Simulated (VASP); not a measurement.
# Pd (Fm-3m) in VASP: a series of runs

The runs below take Pd through single point, with r2SCAN.

All numbers are computed with VASP 6.6.1; they aren't measurements. Logs are shortened: lines on timing, memory, paths and dates and some standing lists are left out, and cuts for length are marked.

## 1. The cell of the first run

The structure is cubic, space group Fm-3m (No. 225). Conventional cell: a = 3.890 Å, b = 3.890 Å, c = 3.890 Å, α = 90.00°, β = 90.00°, γ = 90.00°. Pd (site symmetry m-3m) has 12 Pd at 2.75 Å within 3.6 Å.

## 2. Single point, r2SCAN

POSCAR

```
Pd
1.0
    0.0000000000      1.9450000000      1.9450000000
    1.9450000000      0.0000000000      1.9450000000
    1.9450000000      1.9450000000      0.0000000000
Pd
1
Direct
    0.0000000000      0.0000000000      0.0000000000
```

INCAR.step1

```
PREC = Accurate
ENCUT = 520
ISMEAR = -1
SIGMA = 0.1
LREAL = False
LASPH = True
NELM = 80
NBANDS = 11
GGA = PE
ALGO = Normal
EDIFF = 1E-4
LWAVE = True
LCHARG = False
```

INCAR.step2

```
PREC = Accurate
ENCUT = 520
EDIFF = 1E-7
ISMEAR = -1
SIGMA = 0.1
LREAL = False
LASPH = True
NELM = 80
ALGO = Normal
ISIF = 2
LWAVE = False
LCHARG = False
METAGGA = R2SCAN
LMIXTAU = True
NBANDS = 11
ISTART = 1
```

KPOINTS

```
Automatic mesh
0
Gamma
  4 4 4
```

Potentials or basis: VASP PAW PBE potentials, release 64 (Pd).

On the command line:

```console
cat potpaw_PBE.64/Pd/POTCAR > POTCAR
cp INCAR.step1 INCAR
mpirun -np 1 vasp_std > vasp.out
cp INCAR.step2 INCAR
mpirun -np 1 vasp_std > vasp.out
```

OUTCAR:

```text
PREC = Accurate
   ENCUT = 520
   EDIFF = 1E-7
   ISMEAR = -1
   LREAL = False
   LASPH = True
   NELM = 80
   ISIF = 2
   METAGGA = R2SCAN
   ISTART = 1

 ion  position               nearest neighbor table
   1  0.000  0.000  0.000-

  LATTYP: Found a face centered cubic cell.
 ALAT       =     3.8900000000

  Lattice vectors:

 A1 = (   0.0000000000,   1.9450000000,   1.9450000000)
 A2 = (   1.9450000000,   0.0000000000,   1.9450000000)
 A3 = (   1.9450000000,   1.9450000000,   0.0000000000)

Analysis of symmetry for initial positions (statically):
=====================================================================
 Subroutine PRICEL returns:
 Original cell was already a primitive cell.

 Routine SETGRP: Setting up the symmetry group for a
 face centered cubic supercell.

 Subroutine GETGRP returns: Found 48 space group operations
 (whereof 48 operations were pure point group operations)
 out of a pool of 48 trial point group operations.

The static configuration has the point symmetry O_h .

Analysis of symmetry for dynamics (positions and initial velocities):
=====================================================================
 Subroutine PRICEL returns:
 Original cell was already a primitive cell.

 Routine SETGRP: Setting up the symmetry group for a
 face centered cubic supercell.

 Subroutine GETGRP returns: Found 48 space group operations
 (whereof 48 operations were pure point group operations)
 out of a pool of 48 trial point group operations.

The dynamic configuration has the point symmetry O_h .

 Subroutine INISYM returns: Found 48 space group operations
 (whereof 48 operations are pure point group operations),
 and found     1 'primitive' translations

----------------------------------------------------------------------------------------

                                     Primitive cell

  volume of cell :      14.7160

  direct lattice vectors                    reciprocal lattice vectors
     0.000000000  1.945000000  1.945000000    -0.257069409  0.257069409  0.257069409
     1.945000000  0.000000000  1.945000000     0.257069409 -0.257069409  0.257069409
     1.945000000  1.945000000  0.000000000     0.257069409  0.257069409 -0.257069409

  length of vectors
     2.750645379  2.750645379  2.750645379     0.445257277  0.445257277  0.445257277

  position of ions in fractional coordinates (direct lattice)
     0.000000000  0.000000000  0.000000000
[... 62 lines left out ...]
   NSW    =      0    number of steps for IOM
   IBRION =     -1    ionic relax: 0-MD 1-quasi-New 2-CG
   NFREE  =      0    steps in history (QN), initial steepest desc. (CG)
   ISIF   =      2    stress and relaxation
   ISYM   =      2    0-nonsym 1-usesym 2-fastsym
   POTIM  = 0.5000    time-step for ionic-motion
   TEBEG  =    0.0;   TEEND  =   0.0 temperature during run
   PSTRESS=    0.0 pullay stress
   NELECT =      10.0000    total number of electrons
   NUPDOWN=      -1.0000    fix difference up-down
   EMIN   =  10.00;   EMAX   =-10.00  energy-range for DOS
   EFERMI =   0.00;   METHOD = LEGACY
   ISMEAR =    -1;   SIGMA  =   0.10  broadening in eV -4-tet -1-fermi 0-gaus
   EFERMI_NEDOS =   21; number of points for ismear=-14 and -15
   IALGO  =     38    algorithm
   IMIX   =      4    mixing-type and parameters
     AMIX     =   0.40;   BMIX     =  1.00
     AMIX_MAG =   1.60;   BMIX_MAG =  1.00
  volume/ion in A,a.u.               =      14.72        99.31
  Fermi-wavevector in a.u.,A,eV,Ry     =   1.439280  2.719844 28.184827  2.071526
  Thomas-Fermi vector in A             =   2.558153
   LORBIT       =      0    0 simple, 1 ext, 2 COOP (PROOUT), +10 PAW based schemes
   METAGGA = R2SCAN    functional components
   LHFCALC =     F    Hartree Fock is set to
   AEXX    =    0.0000 exact exchange contribution
   IVDW    =     0    specifies the selected vdW correction
   LEPSILON=     F    determine dielectric tensor
   LRPA    =     F    only Hartree local field effects (RPA)
 non-spin polarized calculation
  energy-cutoff  :      520.00
  volume of cell :       14.72
 maximum number of plane-waves:       415
   NGX = 11   NGY = 11   NGZ = 11

 number of electron      10.0000000 magnetization

 Free energy of the ion-electron system (eV)
  ---------------------------------------------------
  ext. energy  EPLUGINS =         0.00000000
  ---------------------------------------------------
  free energy    TOTEN  =       -23.15232604 eV

  energy without entropy =      -23.08461845  energy(sigma->0) =      -23.11847225

 E-fermi :   9.9146     XC(G=0): -14.1100

 val. band max:        9.7787393006   @ k =   0.5000   0.2500   0.0000
 cond. band min:      10.0335838833   @ k =   0.5000   0.5000   0.0000
 fundamental gap:      0.2548445828
 Fermi energy:         9.9146011368

 k-point     1 :       0.0000    0.0000    0.0000
  band No.  band energies     occupation
      1       2.4679      2.00000
      2       6.7765      2.00000
      3       6.7765      2.00000
      4       6.7765      2.00000
      5       8.3979      2.00000
      6       8.3979      2.00000
      7      27.6972      0.00000
      8      32.3605      0.00000
      9      32.6765      0.00000
     10      32.6765      0.00000
     11      32.6765      0.00000
[... 85 lines left out ...]
 k-point     8 :      -0.2500    0.5000    0.2500
  band No.  band energies     occupation
      1       5.2382      2.00000
      2       6.2217      2.00000
      3       6.2217      2.00000
      4       8.3107      2.00000
      5      10.0358      0.45882
      6      19.0873      0.00000
      7      19.0873      0.00000
      8      20.6560      0.00000
      9      21.9314      0.00000
     10      32.3964      0.00000
     11      36.5886      0.00000

------------------------ aborting loop because EDIFF is reached ----------------------------------------

  FORCE on cell =-STRESS in cart. coord.  units (eV):
  Direction    XX          YY          ZZ          XY          YZ          ZX
  --------------------------------------------------------------------------------------
  -------------------------------------------------------------------------------------
  Total        0.2863222      0.2863222      0.2863222      0.0000000     -0.0000000      0.0000000
  in kB       31.1728677     31.1728677     31.1728677      0.0000000     -0.0000000      0.0000000
  external PRESSURE =      31.1728677 kB  Pullay stress =       0.0000000 kB

 VOLUME and BASIS-vectors are now :
 -----------------------------------------------------------------------------
  energy-cutoff  :      520.00
  volume of cell :       14.72
      direct lattice vectors                 reciprocal lattice vectors
     0.000000000  1.945000000  1.945000000    -0.257069409  0.257069409  0.257069409
     1.945000000  0.000000000  1.945000000     0.257069409 -0.257069409  0.257069409
     1.945000000  1.945000000  0.000000000     0.257069409  0.257069409 -0.257069409

 POSITION                                       TOTAL-FORCE (eV/Angst)
 -----------------------------------------------------------------------------------
      0.00000      0.00000      0.00000         0.000000      0.000000      0.000000
 -----------------------------------------------------------------------------------
    total drift:                                0.000000     -0.000000      0.000000

  FREE ENERGIE OF THE ION-ELECTRON SYSTEM (eV)
  ---------------------------------------------------
  free  energy   TOTEN  =       -23.1523260437 eV

  energy  without entropy=      -23.0846184535  energy(sigma->0) =      -23.11847225
```

OUTCAR.step1:

```text
PREC = Accurate
   ENCUT = 520
   ISMEAR = -1
   LREAL = False
   LASPH = True
   NELM = 80
[... 307 lines left out ...]
 POSITION                                       TOTAL-FORCE (eV/Angst)
 -----------------------------------------------------------------------------------
      0.00000      0.00000      0.00000        -0.000000      0.000000     -0.000000
 -----------------------------------------------------------------------------------
    total drift:                                0.000000      0.000000      0.000000

  FREE ENERGIE OF THE ION-ELECTRON SYSTEM (eV)
  ---------------------------------------------------
  free  energy   TOTEN  =        -5.3963091455 eV

  energy  without entropy=       -5.3244028522  energy(sigma->0) =       -5.36035600
```

Run time: 23 s. Hardware: 1 thread of Intel Xeon Platinum 8488C (Sapphire Rapids), shared host; peak memory 0.12 GiB.

Results:

- Free energy: -23.1523 eV
- Pressure: 3.1 GPa
- Band gap on the k mesh: zero (band 5 reaches 10.04 eV, above the bottom of band 6 at 8.40 eV)

Levels at points of the mesh, in eV from the Fermi level:
```tsv
k point	band 2	band 3	band 4	band 5	band 6	band 7	band 8	band 9
(0.00, 0.00, 0.00)	-3.14	-3.14	-3.14	-1.52	-1.52	17.78	22.45	22.76
(0.50, 0.00, 0.00)	-3.21	-3.21	-0.23	-0.23	1.05	7.51	17.18	21.89
(0.50, 0.50, 0.00)	-5.50	-0.30	0.12	0.12	3.41	11.11	13.68	13.68
```

Caveat: the k points lie up to 0.70 Å⁻¹ apart; the PAW data sets were made with another functional, which shifts forces and pressure a little.

## 3. Single point, r2SCAN, collinear spin, ferromagnetic start

POSCAR is that of step 2.

INCAR.step1

```
  ALGO = Normal
  EDIFF = 1E-4
  ENCUT = 520
  GGA = PE
  ISMEAR = -1
  ISPIN = 2
  LASPH = True
  LCHARG = False
  LMAXMIX = 4
  LREAL = False
  LWAVE = True
  MAGMOM = 2
  NBANDS = 15
  NELM = 150
  PREC = Accurate
  SIGMA = 0.1
```

INCAR.step2

```
  ALGO = Normal
  EDIFF = 1E-6
  ENCUT = 520
  ISIF = 2
  ISMEAR = -1
  ISPIN = 2
  ISTART = 1
  LASPH = True
  LCHARG = False
  LMAXMIX = 4
  LMIXTAU = True
  LORBIT = 11
  LREAL = False
  LWAVE = False
  MAGMOM = 2
  METAGGA = R2SCAN
  NBANDS = 15
  NELM = 150
  PREC = Accurate
  SIGMA = 0.1
```

KPOINTS

```
k-points
0
Gamma
  4 4 4
```

Potentials or basis: VASP PAW PBE potentials, release 64 (Pd).

On the command line:

```console
cat potpaw_PBE.64/Pd/POTCAR > POTCAR
cp INCAR.step1 INCAR
mpirun -np 1 vasp_std > vasp.out
cp INCAR.step2 INCAR
mpirun -np 1 vasp_std > vasp.out
```

It took 42 s on 1 thread of Intel Xeon Platinum 8488C (Sapphire Rapids), shared host; peak memory 0.13 GiB.

It converged, with:

```yaml
Free_energy: -23.1637 eV
Pressure: 3.5 GPa
Net_moment: 0.44 μB per cell
Site_moments: Pd +0.45 μB
Valence_electrons_inside_the_program's_atomic_spheres: Pd 9.50
```

Levels at points of the mesh, in eV from the Fermi level:
Spin up:
```tsv
k point	band 3	band 4	band 5	band 6	band 7	band 8
(0.00, 0.00, 0.00)	-3.49	-3.49	-1.79	-1.79	17.69	21.78
(0.50, 0.00, 0.00)	-3.50	-0.58	-0.58	0.98	7.26	17.09
(0.50, 0.50, 0.00)	-0.58	-0.28	-0.28	3.34	10.91	13.58
```
Spin down:
| k point | band 3 | band 4 | band 5 | band 6 | band 7 | band 8 |
| --- | --- | --- | --- | --- | --- | --- |
| (0.00, 0.00, 0.00) | -2.98 | -2.98 | -1.43 | -1.43 | 17.68 | 22.66 |
| (0.50, 0.00, 0.00) | -3.11 | -0.06 | -0.06 | 0.92 | 7.57 | 17.06 |
| (0.50, 0.50, 0.00) | -0.20 | 0.34 | 0.34 | 3.30 | 11.11 | 13.59 |

Caveat: the k points lie up to 0.70 Å⁻¹ apart; the PAW data sets were made with another functional, which shifts forces and pressure a little.
